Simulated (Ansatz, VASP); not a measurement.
# Be3CuTe in VASP and in Ansatz

```
Be Cu Te
1.0
     4.21022    0.00000    0.00000
     0.00000    4.21022    0.00000
     0.00000    0.00000    4.21022
Be Cu Te
3 1 1
Cartesian
  0.0000 2.1051 2.1051
  2.1051 0.0000 2.1051
  2.1051 2.1051 0.0000
  2.1051 2.1051 2.1051
  0.0000 0.0000 0.0000
```

Alike in both runs: functional PBE; k mesh 4 × 4 × 4; occupations gaussian, width 0.1 eV; no spin polarisation.

Ansatz relaxed the structure, and its values are those at the end. VASP's run is a single point on that final structure, the one shown.

|  | VASP | Ansatz |
| --- | --- | --- |
| version | VASP 6.6.1 | Ansatz 0.2.0 |
| potentials or method | VASP PAW PBE potentials, release 64 (Be, Cu, Te), cutoff 520 eV | scalar-relativistic, plane waves, PAW |
| valence electrons in the cell | 23 | 41 |

VASP gave:

- gap on the k mesh at the Fermi level (eV): none
- pressure (GPa): 0.1

Task: Estimate Ansatz's values.

Result: gap on the k mesh at the Fermi level (eV): none; pressure (GPa): 0.0.

A gap of «none» marks a metal or a gap that the smearing closes. VASP's potentials hold 23 valence electrons a cell and Ansatz's 41, so a difference there can come from the potentials and not from the codes.

The k mesh is coarse, so the values compare programs but aren't converged. Spin-orbit coupling is off throughout.
